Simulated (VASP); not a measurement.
Input of a VASP 6.6.1 run:

The input INCAR:

```
PREC = Accurate
ENCUT = 520
EDIFF = 1E-6
ISMEAR = 0
SIGMA = 0.05
LREAL = False
LASPH = True
NELM = 60
ALGO = Normal
ISIF = 2
LWAVE = False
LCHARG = False
GGA = PE
NBANDS = 15
```

The input KPOINTS:

```
Automatic mesh
0
Gamma
  10 10 8
```

POSCAR

```
BaS
1.0
    4.3312932429      0.0000000000      0.0000000000
   -2.1656466215      3.7510099796      0.0000000000
    0.0000000000      0.0000000000      3.9599551590
Ba S
1 1
Direct
    0.0000000000      0.0000000000      0.0000000000
    0.6666666667      0.3333333333      0.5000000000
```

Potentials or basis: VASP PAW PBE potentials, release 64 (Ba_sv, S).

The run is started by

```sh
$ cat potpaw_PBE.64/Ba_sv/POTCAR potpaw_PBE.64/S/POTCAR > POTCAR
$ mpirun -np 1 vasp_std > vasp.out
```

**Question.** What does it give for the band gap on the k mesh?

**Answer.** 1.94 eV.

**Question.** Predict the pressure.

**Answer.** 1.5 GPa.

Stress tensor (GPa, compression positive):
```
1.46 0.00 0.00
0.00 1.46 0.00
0.00 0.00 1.54
```

Caveat: spin-orbit coupling is left out, which moves the levels of the heavy elements. A k mesh can miss the band edges.
